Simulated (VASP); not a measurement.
A run of VASP 6.6.1:

The input INCAR:

```
PREC = Accurate
ENCUT = 520
EDIFF = 1E-6
ISMEAR = -1
SIGMA = 0.06122561905347299
LREAL = False
LASPH = True
NELM = 100
ALGO = Normal
ISIF = 2
LWAVE = False
LCHARG = True
GGA = PE
LELF = True
LVHAR = True
NBANDS = 12
```

File KPOINTS:

```
Automatic mesh
0
Gamma
  52 52 52
```

The input POSCAR:

```
Cu
1.0
    0.0000000000      1.7906010479      1.7906010479
    1.7906010479      0.0000000000      1.7906010479
    1.7906010479      1.7906010479      0.0000000000
Cu
1
Direct
    0.0000000000      0.0000000000      0.0000000000
```

Potentials or basis: VASP PAW PBE potentials, release 64 (Cu).

The run is started by

```sh
$ cat potpaw_PBE.64/Cu/POTCAR > POTCAR
$ mpirun -np 1 vasp_std > vasp.out
```

Hardware: 1 thread of Intel(R) Xeon(R) 6975P-C (Granite Rapids) (shared host).

Q: How long does it take, and how much memory?

A: It took 3.1 min on 1 thread of Intel(R) Xeon(R) 6975P-C (Granite Rapids) (shared host), peak memory 0.56 GiB. Counts: scf iterations 12, k points 3472.
